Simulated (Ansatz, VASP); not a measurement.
# InP in VASP and in Ansatz

Contents of POSCAR:

```
InP
1.0
    0.0000000000      3.0066604367      2.8943470502
    3.0066604367      0.0000000000      2.8943470502
    3.0066604367      3.0066604367      0.0000000000
In P
1 1
Direct
    0.0000000000      0.0000000000      0.0000000000
    0.2500000000      0.2500000000      0.2500000000
```

INCAR.step1

```
  PREC = Accurate
  ENCUT = 520
  ISMEAR = 0
  SIGMA = 0.01
  LREAL = F
  LASPH = T
  NELM = 100
  NBANDS = 16
  GGA = PE
  ALGO = Normal
  EDIFF = 1E-4
  LWAVE = T
  LCHARG = F
```

File INCAR.step2:

```
  PREC = Accurate
  ENCUT = 520
  EDIFF = 1E-7
  ISMEAR = 0
  SIGMA = 0.01
  LREAL = F
  LASPH = T
  NELM = 100
  ALGO = Normal
  ISIF = 2
  LWAVE = F
  LCHARG = F
  METAGGA = R2SCAN
  LMIXTAU = T
  NBANDS = 16
  ISTART = 1
```

Contents of KPOINTS:

```
regular mesh
0
Gamma
  8 8 8
```

Input for Ansatz:

```yaml
crystal:
  lattice:
    - [0.0, 3.0066604367, 2.8943470502]
    - [3.0066604367, 0.0, 2.8943470502]
    - [3.0066604367, 3.0066604367, 0.0]
  atoms:
    - { symbol: In, position: [0.0, 0.0, 0.0] }
    - { symbol: P, position: [0.25, 0.25, 0.25] }
kpoints:
  mp_grid: { grid: [8, 8, 8] }
  band_path:
    path:
      - [0.0, 0.0, 0.0]
      - [-0.5, -0.5, 0.0]
      - [-0.375, -0.375, 0.25]
      - [-0.375, 0.0, 0.375]
      - [0.0, 0.0, 0.5]
      - [-0.5, -0.25, 0.25]
    npoints: 1
hamiltonian:
  xc: r2scan
scf:
  occupations: { method: fixed }
  n_extra_bands: 4
output:
  forces: true
  stress: true
  eigenvalues: true
```

Change from the starting cell: epitaxial_xy strain +1.8%.

Alike in both runs: task single point; functional r2SCAN; k mesh 8 × 8 × 8; no spin polarisation.

|  | VASP | Ansatz |
| --- | --- | --- |
| version | VASP 6.6.1 | Ansatz 0.2.0 |
| potentials or method | VASP PAW PBE potentials, release 64 (In_d, P) | plane waves, PAW |
| plane-wave cutoff (eV) | 520 | 500 |
| occupations | gaussian, width 0.01 eV | fixed |
| valence electrons in the cell | 18 | 18 |

```csv
,VASP,Ansatz,Ansatz less VASP
gap on the k mesh at the Fermi level (eV),0.82,0.82,-0.003
pressure (GPa),-1.2,-1.1,+0.10
"traceless stress, the component that is largest in VASP (GPa)",1.07,1.06,-0.009
```

VASP's potentials were made for PBE, not for r2SCAN.
